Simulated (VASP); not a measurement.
Runs of VASP 6.6.1 on Te2Mo. The structure is that of space group P6_3/mmc (No. 194), or close to it. The cells are those of the table. 

```csv
task,cell,cutoff (eV),gap on the mesh (eV),pressure (GPa),largest force (eV/Å)
single point,"a = 3.408, b = 3.408, c = 13.125 Å, angles 90.0, 90.0, 120.0°, 6 atoms",520,(c),6.2,0.02
single point,"a = 3.372, b = 3.372, c = 12.965 Å, angles 90.0, 90.0, 120.0°, 6 atoms",520,0.03,9.4,0.01
single point,"a = 3.533, b = 3.533, c = 14.227 Å, angles 90.0, 90.0, 120.0°, 6 atoms",520,0.86,-1.9,0.01
relaxation of shape and atoms at fixed volume,"relaxed from a = 3.531, b = 3.531, c = 13.837 Å, angles 90.0, 90.0, 120.0°, 6 atoms",600,(b),-1.2,-
relaxation of shape and atoms at fixed volume,"relaxed from a = 3.461, b = 3.461, c = 13.563 Å, angles 90.0, 90.0, 120.0°, 6 atoms",600,(a),1.5,-
```

Alike in all rows: level PBE+D3(BJ); potentials or basis VASP PAW PBE potentials, release 64 (Te, Mo_sv); no spin polarisation; k mesh 9 × 9 × 2; smearing gaussian 0.02 eV.

**Question.** Fill in the values left out.

**Answer.** (a) 0.55; (b) 0.76; (c) 0.28.

Caveats: spin-orbit coupling is left out, which moves the levels of the heavy elements.

A k mesh can miss the band edges, and the runs leave out spin-orbit coupling on Mo, Te.
